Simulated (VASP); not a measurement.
Runs of VASP 6.6.1 on PbS. The structure is that of space group Pm-3m (No. 221), or close to it. The cells are those of the table. 

```tsv
task	cell	k mesh	cutoff (eV)	gap on the mesh (eV)	pressure (GPa)	relaxed volume (Å³/atom)
relaxation of cell and atoms	relaxed from a = 3.660 Å, 2 atoms	16 × 16 × 16	600	none	0.0	(a)
single point	a = 3.638 Å, 2 atoms	4 × 4 × 4	520	none	0.1	-
relaxation of cell and atoms	relaxed from a = 3.783 Å, 2 atoms	4 × 4 × 4	600	none	-0.1	24.20
single point	a = 3.653 Å, 2 atoms	16 × 16 × 16	520	none	-0.1	-
```

Alike in all rows: level PBE; potentials or basis VASP PAW PBE potentials, release 64 (Pb_d, S); no spin polarisation; smearing gaussian 0.1 eV.

Task: Estimate the missing entries.

Result: (a) 24.37.

Caveats: some runs use coarse meshes; semilocal functionals underestimate gaps, so a narrow gap can read as zero; spin-orbit coupling is left out, which moves the levels of the heavy elements.

A k mesh can miss the band edges, and the runs leave out spin-orbit coupling on Pb.

A gap of «none» marks levels without a gap at the run's occupations.
